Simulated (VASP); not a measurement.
# Hf3SiMo (Pm-3m) in VASP: further runs

Hf3SiMo is run at these levels: PBE; tasks: single point, relaxation of cell and atoms.

Everything below comes from runs of VASP 6.6.1. Logs are shortened: lines on timing, memory, paths and dates and some standing lists are left out, and cuts for length are marked.

## 1. The cell of the first run

It takes space group Pm-3m (No. 221, cubic). Conventional cell: a = 4.436 Å, b = 4.436 Å, c = 4.436 Å, α = 90.00°, β = 90.00°, γ = 90.00°. Within 2.9 Å of Hf (site symmetry 4/mmm) lie 2 Mo at 2.22 Å. Si (site symmetry m-3m) has 12 Hf at 3.14 Å and 8 Mo at 3.84 Å within 4.1 Å. Mo (site symmetry m-3m) has 6 Hf at 2.22 Å within 2.9 Å.

The cell was built from a structure type or drawn by symmetry, and may not be a known phase.

## 2. Single point, PBE

Contents of INCAR:

```
SYSTEM = Hf3SiMo
PREC = Accurate
ENCUT = 520
EDIFF = 1E-6
ISMEAR = 0
SIGMA = 0.1
LREAL = .FALSE.
LASPH = .TRUE.
NELM = 80
ALGO = Fast
ISIF = 2
LWAVE = .FALSE.
LCHARG = .FALSE.
GGA = PE
NBANDS = 32
```

Contents of KPOINTS:

```
Automatic mesh
0
G
  4 4 4
  0 0 0
```

Contents of POSCAR:

```
Hf3SiMo
1.0
    4.4364631900      0.0000000000      0.0000000000
    0.0000000000      4.4364631900      0.0000000000
    0.0000000000      0.0000000000      4.4364631900
Hf Si Mo
3 1 1
Direct
    0.5000000000      0.0000000000      0.5000000000
    0.5000000000      0.5000000000      0.0000000000
    0.0000000000      0.5000000000      0.5000000000
    0.0000000000      0.0000000000      0.0000000000
    0.5000000000      0.5000000000      0.5000000000
```

Potentials or basis: VASP PAW PBE potentials, release 64 (Hf_pv, Si, Mo_sv).

Launch:

```
cat potpaw_PBE.64/Hf_pv/POTCAR potpaw_PBE.64/Si/POTCAR potpaw_PBE.64/Mo_sv/POTCAR > POTCAR
mpirun -np 1 vasp_std > vasp.out
```

OUTCAR:

```text
SYSTEM = Hf3SiMo
   PREC = Accurate
   ENCUT = 520
   EDIFF = 1E-6
   ISMEAR = 0
   LREAL = .FALSE.
   LASPH = .TRUE.
   NELM = 80
   ISIF = 2
   GGA = PE

 ion  position               nearest neighbor table
   1  0.500  0.000  0.500-   5 2.22   5 2.22   4 3.14   2 3.14   2 3.14   4 3.14   2 3.14   3 3.14
                             3 3.14   2 3.14   3 3.14   4 3.14   4 3.14   3 3.14
   2  0.500  0.500  0.000-   5 2.22   5 2.22   4 3.14   1 3.14   1 3.14   3 3.14   3 3.14   1 3.14
                             4 3.14   1 3.14   3 3.14   4 3.14   3 3.14   4 3.14
   3  0.000  0.500  0.500-   5 2.22   5 2.22   4 3.14   1 3.14   2 3.14   4 3.14   1 3.14   4 3.14
                             4 3.14   1 3.14   2 3.14   2 3.14   2 3.14   1 3.14
   4  0.000  0.000  0.000-   1 3.14   2 3.14   3 3.14   1 3.14   3 3.14   2 3.14   3 3.14   3 3.14
                             1 3.14   2 3.14   1 3.14   2 3.14
   5  0.500  0.500  0.500-   1 2.22   2 2.22   3 2.22   2 2.22   1 2.22   3 2.22

  LATTYP: Found a simple cubic cell.
 ALAT       =     4.4364631900

  Lattice vectors:

 A1 = (   4.4364631900,   0.0000000000,   0.0000000000)
 A2 = (   0.0000000000,   4.4364631900,   0.0000000000)
 A3 = (   0.0000000000,   0.0000000000,   4.4364631900)

Analysis of symmetry for initial positions (statically):
=====================================================================
 Subroutine PRICEL returns:
 Original cell was already a primitive cell.

 Routine SETGRP: Setting up the symmetry group for a
 simple cubic supercell.

 Subroutine GETGRP returns: Found 48 space group operations
 (whereof 48 operations were pure point group operations)
 out of a pool of 48 trial point group operations.

The static configuration has the point symmetry O_h .

Analysis of symmetry for dynamics (positions and initial velocities):
=====================================================================
 Subroutine PRICEL returns:
 Original cell was already a primitive cell.

 Routine SETGRP: Setting up the symmetry group for a
 simple cubic supercell.

 Subroutine GETGRP returns: Found 48 space group operations
 (whereof 48 operations were pure point group operations)
 out of a pool of 48 trial point group operations.

The dynamic configuration has the point symmetry O_h .

 Subroutine INISYM returns: Found 48 space group operations
 (whereof 48 operations are pure point group operations),
 and found     1 'primitive' translations

----------------------------------------------------------------------------------------

                                     Primitive cell

  volume of cell :      87.3194

  direct lattice vectors                    reciprocal lattice vectors
     4.436463190  0.000000000  0.000000000     0.225404778  0.000000000  0.000000000
     0.000000000  4.436463190  0.000000000     0.000000000  0.225404778  0.000000000
     0.000000000  0.000000000  4.436463190     0.000000000  0.000000000  0.225404778

  length of vectors
     4.436463190  4.436463190  4.436463190     0.225404778  0.225404778  0.225404778

  position of ions in fractional coordinates (direct lattice)
     0.500000000  0.000000000  0.500000000
     0.500000000  0.500000000  0.000000000
     0.000000000  0.500000000  0.500000000
     0.000000000  0.000000000  0.000000000
     0.500000000  0.500000000  0.500000000

  ion indices of the primitive-cell ions
   primitive index   ion index
                 1           1
                 2           2
                 3           3
                 4           4
                 5           5

----------------------------------------------------------------------------------------

 KPOINTS: Automatic mesh

Automatic generation of k-mesh.
 Grid dimensions read from file:
 generate k-points for:    4    4    4

 Generating k-lattice:

  Cartesian coordinates                     Fractional coordinates (reciprocal lattice)
     0.056351194  0.000000000  0.000000000     0.250000000  0.000000000  0.000000000
     0.000000000  0.056351194  0.000000000     0.000000000  0.250000000  0.000000000
     0.000000000  0.000000000  0.056351194     0.000000000  0.000000000  0.250000000

  Length of vectors
     0.056351194  0.056351194  0.056351194

  Shift w.r.t. Gamma in fractional coordinates (k-lattice)
     0.000000000  0.000000000  0.000000000

 Subroutine IBZKPT returns following result:
 ===========================================

 Found     10 irreducible k-points:

 Following reciprocal coordinates:
            Coordinates               Weight
  0.000000  0.000000  0.000000      1.000000
  0.250000  0.000000  0.000000      6.000000
  0.500000  0.000000  0.000000      3.000000
  0.250000  0.250000  0.000000     12.000000
  0.500000  0.250000  0.000000     12.000000
  0.500000  0.500000  0.000000      3.000000
  0.250000  0.250000  0.250000      8.000000
  0.500000  0.250000  0.250000     12.000000
  0.500000  0.500000  0.250000      6.000000
  0.500000  0.500000  0.500000      1.000000
   k-points           NKPTS =     10   k-points in BZ     NKDIM =     10   number of bands    NBANDS=     32
   number of dos      NEDOS =    301   number of ions     NIONS =      5
   total plane-waves  NPLWV =  46656
   dimension x,y,z NGX =    36 NGY =   36 NGZ =   36
   dimension x,y,z NGXF=    72 NGYF=   72 NGZF=   72
   ions per type =               3   1   1
   NGX,Y,Z   is equivalent  to a cutoff of  13.49, 13.49, 13.49 a.u.
   NGXF,Y,Z  is equivalent  to a cutoff of  26.98, 26.98, 26.98 a.u.
 SYSTEM =  Hf3SiMo
   PREC   = accura    normal or accurate (medium, high low for compatibility)
   ISTART =      0    job   : 0-new  1-cont  2-samecut
   ICHARG =      2    charge: 1-file 2-atom 10-const
   ISPIN  =      1    spin polarized calculation?
   LNONCOLLINEAR =      F non collinear calculations
   LSORBIT =      F    spin-orbit coupling
   LASPH  =      T    aspherical Exc in radial PAW
   ENCUT  =  520.0 eV  38.22 Ry    6.18 a.u.   8.25  8.25  8.25*2*pi/ulx,y,z
   NELM   =     80;   NELMIN=  2; NELMDL= -5     # of ELM steps
   EDIFF  = 0.1E-05   stopping-criterion for ELM
   LREAL  =      F    real-space projection
   EDIFFG = 0.1E-04   stopping-criterion for IOM
   NSW    =      0    number of steps for IOM
   IBRION =     -1    ionic relax: 0-MD 1-quasi-New 2-CG
   NFREE  =      0    steps in history (QN), initial steepest desc. (CG)
   ISIF   =      2    stress and relaxation
   ISYM   =      2    0-nonsym 1-usesym 2-fastsym
   POTIM  = 0.5000    time-step for ionic-motion
   TEBEG  =    0.0;   TEEND  =   0.0 temperature during run
   PSTRESS=    0.0 pullay stress
   NELECT =      48.0000    total number of electrons
   NUPDOWN=      -1.0000    fix difference up-down
   EMIN   =  10.00;   EMAX   =-10.00  energy-range for DOS
   EFERMI =   0.00;   METHOD = LEGACY
   ISMEAR =     0;   SIGMA  =   0.10  broadening in eV -4-tet -1-fermi 0-gaus
   EFERMI_NEDOS =   21; number of points for ismear=-14 and -15
   IALGO  =     68    algorithm
   IMIX   =      4    mixing-type and parameters
     AMIX     =   0.40;   BMIX     =  1.00
     AMIX_MAG =   1.60;   BMIX_MAG =  1.00
  volume/ion in A,a.u.               =      17.46       117.85
  Fermi-wavevector in a.u.,A,eV,Ry     =   1.341071  2.534256 24.469681  1.798471
  Thomas-Fermi vector in A             =   2.469333
   LORBIT       =      0    0 simple, 1 ext, 2 COOP (PROOUT), +10 PAW based schemes
   GGA     = PE    functional components
   LHFCALC =     F    Hartree Fock is set to
   AEXX    =    0.0000 exact exchange contribution
   IVDW    =     0    specifies the selected vdW correction
   LEPSILON=     F    determine dielectric tensor
   LRPA    =     F    only Hartree local field effects (RPA)
 non-spin polarized calculation
 RMM-DIIS sequential band-by-band and
 Gauss-broadening in eV      SIGMA  =   0.10
  energy-cutoff  :      520.00
  volume of cell :       87.32
 maximum number of plane-waves:      2373
 NGX is ok and might be reduce to    36
   NGX = 17   NGY = 17   NGZ = 17

 number of electron      47.9999996 magnetization

 Free energy of the ion-electron system (eV)
  ---------------------------------------------------
  ext. energy  EPLUGINS =         0.00000000
  ---------------------------------------------------
  free energy    TOTEN  =       -37.52371861 eV

  energy without entropy =      -37.50664192  energy(sigma->0) =      -37.51518026

 E-fermi :   7.6811     XC(G=0): -11.8886

 val. band max:        7.5062524114   @ k =   0.5000   0.2500   0.0000
 cond. band min:       7.6822955810   @ k =   0.5000   0.2500   0.0000
 fundamental gap:      0.1760431696
 Fermi energy:         7.6811389452

 k-point     1 :       0.0000    0.0000    0.0000
  band No.  band energies     occupation
      1     -52.5324      2.00000
      2     -28.4934      2.00000
      3     -28.4934      2.00000
      4     -28.4934      2.00000
      5     -22.6681      2.00000
      6     -22.6681      2.00000
[... 24 lines left out ...]
     31      14.8986      0.00000
     32      15.0246      0.00000

 k-point     2 :       0.2500    0.0000    0.0000
  band No.  band energies     occupation
      1     -52.5473      2.00000
      2     -28.4826      2.00000
      3     -28.4826      2.00000
      4     -27.9841      2.00000
      5     -22.6883      2.00000
      6     -22.6883      2.00000
[... 24 lines left out ...]
     31      11.8308      0.00000
     32      12.1579      0.00000
[... 243 lines left out ...]
     31      11.1860      0.00000
     32      11.1862      0.00000

 k-point    10 :       0.5000    0.5000    0.5000
  band No.  band energies     occupation
      1     -52.6215      2.00000
      2     -27.2446      2.00000
      3     -27.2446      2.00000
      4     -27.2446      2.00000
      5     -23.4325      2.00000
      6     -23.2650      2.00000
[... 24 lines left out ...]
     31      10.7216      0.00000
     32      10.7217      0.00000

------------------------ aborting loop because EDIFF is reached ----------------------------------------

  FORCE on cell =-STRESS in cart. coord.  units (eV):
  Direction    XX          YY          ZZ          XY          YZ          ZX
  --------------------------------------------------------------------------------------
  -------------------------------------------------------------------------------------
  Total       28.4058937     28.4058937     28.4058937     -0.0000000      0.0000000     -0.0000000
  in kB      521.2047839    521.2047839    521.2047839     -0.0000000      0.0000000     -0.0000000
  external PRESSURE =     521.2047839 kB  Pullay stress =       0.0000000 kB

 VOLUME and BASIS-vectors are now :
 -----------------------------------------------------------------------------
  energy-cutoff  :      520.00
  volume of cell :       87.32
      direct lattice vectors                 reciprocal lattice vectors
     4.436463190  0.000000000  0.000000000     0.225404778  0.000000000  0.000000000
     0.000000000  4.436463190  0.000000000     0.000000000  0.225404778  0.000000000
     0.000000000  0.000000000  4.436463190     0.000000000  0.000000000  0.225404778

 POSITION                                       TOTAL-FORCE (eV/Angst)
 -----------------------------------------------------------------------------------
      2.21823      0.00000      2.21823         0.000000      0.000000      0.000000
      2.21823      2.21823      0.00000         0.000000      0.000000      0.000000
      0.00000      2.21823      2.21823         0.000000      0.000000      0.000000
      0.00000      0.00000      0.00000         0.000000      0.000000      0.000000
      2.21823      2.21823      2.21823         0.000000      0.000000      0.000000
 -----------------------------------------------------------------------------------
    total drift:                                0.000000      0.000000      0.000000

  FREE ENERGIE OF THE ION-ELECTRON SYSTEM (eV)
  ---------------------------------------------------
  free  energy   TOTEN  =       -37.5237186091 eV

  energy  without entropy=      -37.5066419156  energy(sigma->0) =      -37.51518026
```

Run time: 22 s. Hardware: 1 thread of Intel Xeon 6975P-C (Granite Rapids), shared host; peak memory 0.21 GiB.

What came out:

- Free energy: -37.5237 eV
- Pressure: 52.1 GPa
- Band gap on the k mesh: zero (bands 24 and 25 overlap by 1.20 eV)

Levels at points of the mesh, in eV from the Fermi level:
```csv
k point,band 22,band 23,band 24,band 25,band 26,band 27
"(0.00, 0.00, 0.00)",-2.27,-0.91,-0.91,-0.91,1.89,1.89
"(0.50, 0.00, 0.00)",-0.75,-0.64,0.03,0.03,0.17,0.94
"(0.50, 0.50, 0.00)",-0.77,-0.75,-0.50,-0.50,0.87,2.34
"(0.50, 0.50, 0.50)",-0.26,-0.26,0.29,0.29,0.29,1.42
```

Caveat: the cell stands under pressure; spin-orbit coupling is left out, which moves the levels of the heavy elements.

## 3. Single point, PBE

This run uses another cell than the first one, of 24.16 Å³/atom.

Contents of INCAR:

```
PREC = Accurate
ENCUT = 520
EDIFF = 1E-6
ISMEAR = 0
SIGMA = 0.1
LREAL = F
LASPH = T
NELM = 60
ALGO = Normal
ISIF = 2
LWAVE = F
LCHARG = F
GGA = PE
NBANDS = 32
```

Contents of KPOINTS:

```
Automatic mesh
0
Gamma
  4 4 4
```

Changes to POSCAR since step 2:

```diff
@@ -2,5 +2,5 @@
 1.0
-    4.4364631900      0.0000000000      0.0000000000
-    0.0000000000      4.4364631900      0.0000000000
-    0.0000000000      0.0000000000      4.4364631900
+    4.9432219892      0.0000000000      0.0000000000
+    0.0000000000      4.9432219892      0.0000000000
+    0.0000000000      0.0000000000      4.9432219892
 Hf Si Mo
```

Potentials or basis: VASP PAW PBE potentials, release 64 (Hf_pv, Si, Mo_sv).

Launch:

```
cat potpaw_PBE.64/Hf_pv/POTCAR potpaw_PBE.64/Si/POTCAR potpaw_PBE.64/Mo_sv/POTCAR > POTCAR
mpirun -np 1 vasp_std > vasp.out
```

OUTCAR:

```text
PREC = Accurate
   ENCUT = 520
   EDIFF = 1E-6
   ISMEAR = 0
   LREAL = F
   LASPH = T
   NELM = 60
   ISIF = 2
   GGA = PE

 ion  position               nearest neighbor table
   1  0.500  0.000  0.500-   5 2.47   5 2.47   4 3.50   2 3.50   2 3.50   4 3.50   2 3.50   3 3.50
                             3 3.50   2 3.50   3 3.50   4 3.50   4 3.50   3 3.50
   2  0.500  0.500  0.000-   5 2.47   5 2.47   4 3.50   1 3.50   1 3.50   3 3.50   3 3.50   1 3.50
                             4 3.50   1 3.50   3 3.50   4 3.50   3 3.50   4 3.50
   3  0.000  0.500  0.500-   5 2.47   5 2.47   4 3.50   1 3.50   2 3.50   4 3.50   1 3.50   4 3.50
                             4 3.50   1 3.50   2 3.50   2 3.50   2 3.50   1 3.50
   4  0.000  0.000  0.000-   1 3.50   2 3.50   3 3.50   1 3.50   3 3.50   2 3.50   3 3.50   3 3.50
                             1 3.50   2 3.50   1 3.50   2 3.50
   5  0.500  0.500  0.500-   1 2.47   2 2.47   3 2.47   2 2.47   1 2.47   3 2.47

  LATTYP: Found a simple cubic cell.
 ALAT       =     4.9432219892

  Lattice vectors:

 A1 = (   4.9432219892,   0.0000000000,   0.0000000000)
 A2 = (   0.0000000000,   4.9432219892,   0.0000000000)
 A3 = (   0.0000000000,   0.0000000000,   4.9432219892)

Analysis of symmetry for initial positions (statically):
=====================================================================
 Subroutine PRICEL returns:
 Original cell was already a primitive cell.

 Routine SETGRP: Setting up the symmetry group for a
 simple cubic supercell.

 Subroutine GETGRP returns: Found 48 space group operations
 (whereof 48 operations were pure point group operations)
 out of a pool of 48 trial point group operations.

The static configuration has the point symmetry O_h .

Analysis of symmetry for dynamics (positions and initial velocities):
=====================================================================
 Subroutine PRICEL returns:
 Original cell was already a primitive cell.

 Routine SETGRP: Setting up the symmetry group for a
 simple cubic supercell.

[... 117 lines left out ...]
  Fermi-wavevector in a.u.,A,eV,Ry     =   1.203590  2.274455 19.709783  1.448628
  Thomas-Fermi vector in A             =   2.339339
   LORBIT       =      0    0 simple, 1 ext, 2 COOP (PROOUT), +10 PAW based schemes
   GGA     = PE    functional components
   LHFCALC =     F    Hartree Fock is set to
   AEXX    =    0.0000 exact exchange contribution
   IVDW    =     0    specifies the selected vdW correction
   LEPSILON=     F    determine dielectric tensor
   LRPA    =     F    only Hartree local field effects (RPA)
 non-spin polarized calculation
 Gauss-broadening in eV      SIGMA  =   0.10
  energy-cutoff  :      520.00
  volume of cell :      120.79
 maximum number of plane-waves:      3294
 NGX is ok and might be reduce to    40
   NGX = 19   NGY = 19   NGZ = 19

 number of electron      47.9999994 magnetization

 Free energy of the ion-electron system (eV)
  ---------------------------------------------------
  ext. energy  EPLUGINS =         0.00000000
  ---------------------------------------------------
  free energy    TOTEN  =       -41.42294079 eV

  energy without entropy =      -41.36957333  energy(sigma->0) =      -41.39625706

 E-fermi :   4.7657     XC(G=0): -10.4124

 val. band max:        4.7307830463   @ k =   0.5000   0.0000   0.0000
 cond. band min:       4.7927689837   @ k =   0.5000   0.2500   0.0000
 fundamental gap:      0.0619859373
 Fermi energy:         4.7657420140

 k-point     1 :       0.0000    0.0000    0.0000
  band No.  band energies     occupation
      1     -55.0021      2.00000
      2     -29.8078      2.00000
      3     -29.8078      2.00000
      4     -29.8078      2.00000
      5     -26.2311      2.00000
      6     -26.2311      2.00000
[... 339 lines left out ...]
     31       6.7723      0.00000
     32       6.7723      0.00000

------------------------ aborting loop because EDIFF is reached ----------------------------------------

  FORCE on cell =-STRESS in cart. coord.  units (eV):
  Direction    XX          YY          ZZ          XY          YZ          ZX
  --------------------------------------------------------------------------------------
  -------------------------------------------------------------------------------------
  Total       -0.3292023     -0.3292023     -0.3292023      0.0000000      0.0000000     -0.0000000
  in kB       -4.3665963     -4.3665963     -4.3665963      0.0000000      0.0000000     -0.0000000
  external PRESSURE =      -4.3665963 kB  Pullay stress =       0.0000000 kB

 VOLUME and BASIS-vectors are now :
 -----------------------------------------------------------------------------
  energy-cutoff  :      520.00
  volume of cell :      120.79
      direct lattice vectors                 reciprocal lattice vectors
     4.943221989  0.000000000  0.000000000     0.202297207  0.000000000  0.000000000
     0.000000000  4.943221989  0.000000000     0.000000000  0.202297207  0.000000000
     0.000000000  0.000000000  4.943221989     0.000000000  0.000000000  0.202297207

 POSITION                                       TOTAL-FORCE (eV/Angst)
 -----------------------------------------------------------------------------------
      2.47161      0.00000      2.47161         0.000000      0.000000      0.000000
      2.47161      2.47161      0.00000         0.000000      0.000000      0.000000
      0.00000      2.47161      2.47161         0.000000      0.000000      0.000000
      0.00000      0.00000      0.00000         0.000000      0.000000      0.000000
      2.47161      2.47161      2.47161         0.000000      0.000000      0.000000
 -----------------------------------------------------------------------------------
    total drift:                               -0.000000     -0.000000     -0.000000

  FREE ENERGIE OF THE ION-ELECTRON SYSTEM (eV)
  ---------------------------------------------------
  free  energy   TOTEN  =       -41.4229407874 eV

  energy  without entropy=      -41.3695733254  energy(sigma->0) =      -41.39625706
```

stdout:

```text
POSCAR found type information on POSCAR HfSiMo
 POSCAR found :  3 types and       5 ions
 scaLAPACK will be used
 LDA part: xc-table for (Slater+PW92), standard interpolation
 POSCAR, INCAR and KPOINTS ok, starting setup
 FFT: planning ... GRIDC
 FFT: planning ... GRID_SOFT
 FFT: planning ... GRID
 WAVECAR not read
 entering main loop
```

Run time: 26 s. Hardware: 1 thread of Intel Xeon 6975P-C (Granite Rapids), shared host; peak memory 0.25 GiB.

Results:

| Quantity | Value |
| --- | --- |
| Free energy | -41.4229 eV |
| Pressure | -0.4 GPa |
| Band gap on the k mesh | zero (bands 24 and 25 overlap by 1.01 eV) |

Caveat: spin-orbit coupling is left out, which moves the levels of the heavy elements.

[end of part 1 of 2]
